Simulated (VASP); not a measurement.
The system is VWC2.

```
CELL_PARAMETERS angstrom
1.49654 0.86403 4.86721
-1.49654 0.86403 4.86721
0.00000 -1.72805 4.86721
ATOMIC_POSITIONS crystal
W 0.00000 0.00000 0.00000
V 0.50000 0.50000 0.50000
C 0.24649 0.24649 0.24649
C 0.75351 0.75351 0.75351
```

Base run:

```yaml
Program: VASP 6.6.1
Functional: LDA
Potentials_or_basis: VASP PAW LDA potentials, release 64 (W_sv, V_sv, C)
Cutoff: 520 eV
k_mesh: 10 × 10 × 10
Occupations: fermi-dirac, width 0.05 eV
Spin: collinear spin, ferromagnetic start
Starting_moments: "[0.0, 2.0, 0.0, 0.0] μB"
```

Its results: pressure -1.5 GPa; net moment 0.00 μB per cell; largest force 0.108 eV/Å.

Q: The run is repeated on the same cell with these changes: functional from LDA to PBEsol; potentials or basis from VASP PAW LDA potentials, release 64 (W_sv, V_sv, C) to VASP PAW PBE potentials, release 64 (W_sv, V_sv, C). What comes out?

A: Pressure 4.3 GPa; net moment 0.00 μB per cell; largest force 0.110 eV/Å.

Caveats: the moments typed at the start vanished in this run; the cell stands under pressure (at least some runs); the PAW data sets were made with another functional, which shifts forces and pressure a little (at least some runs).
